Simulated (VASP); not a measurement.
The system is LiCl.

```
Li Cl
1.0
     0.00000    2.59104    2.55603
     2.59104    0.00000    2.55603
     2.59104    2.59104    0.00000
Li Cl
1 1
Direct
  0.00000 0.00000 0.00000
  0.50000 0.50000 0.50000
```

This cell differs from its parent crystal: biaxial xy strain +1.4%.

Base run:

- Program: VASP 6.6.1
- Functional: PBE
- Potentials or basis: VASP PAW PBE potentials, release 64 (Li_sv, Cl)
- Cutoff: 520 eV
- k mesh: 6 × 6 × 6
- Occupations: gaussian, width 0.01 eV
- Spin: no spin polarisation

Its results: band gap on the k mesh 6.23 eV, direct.

**Question.** The run is repeated on the same cell with these changes: functional from PBE to r2SCAN; k mesh from 6 × 6 × 6 to 8 × 8 × 8. What comes out?

**Answer.** Band gap on the k mesh 7.18 eV, direct.

Several settings changed at once, so the effect can't be laid on one alone.

A k mesh can miss the band edges.
